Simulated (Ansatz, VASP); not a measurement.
TaN: VASP beside Ansatz

```
Ta N
1.0
     5.20850    0.00000    0.00000
    -2.60425    4.51069    0.00000
     0.00000    0.00000    2.91475
Ta N
3 3
Direct
  0.00000 0.00000 0.00000
  0.33333 0.66667 0.50000
  0.66667 0.33333 0.50000
  0.39239 0.00000 0.00000
  0.60761 0.60761 0.00000
  0.00000 0.39239 0.00000
```

Alike in both runs: task single point; functional LDA; k mesh 6 × 6 × 6; occupations gaussian, width 0.1 eV; no spin polarisation.

```csv
,VASP,Ansatz
version,VASP 6.6.1,Ansatz 0.2.0
potentials or method,"VASP PAW LDA potentials, release 64 (Ta_pv, N), cutoff 520 eV","scalar-relativistic, plane waves, PAW"
valence electrons in the cell,48,54
```

```tsv
	VASP	Ansatz	Ansatz less VASP
gap on the k mesh at the Fermi level (eV)	none	none	-
pressure (GPa)	-10.2	-11.8	-1.69
traceless stress, the component that is largest in VASP (GPa)	-2.09	-2.05	+0.040
rms of the force components (eV/Å)	0.004	0.009	+0.0052
```

Ansatz warns that its potentials were made for another functional, while VASP's fit it. LDA's correlation is that of Perdew and Zunger in VASP and of Perdew and Wang (1992) in Ansatz. Atom by atom the forces differ by 0.005 eV/Å (rms over components). A gap of «none» marks a metal or a gap that the smearing closes. VASP's potentials hold 48 valence electrons a cell and Ansatz's 54, so a difference there can come from the potentials and not from the codes.

Neither program's run includes spin-orbit coupling.
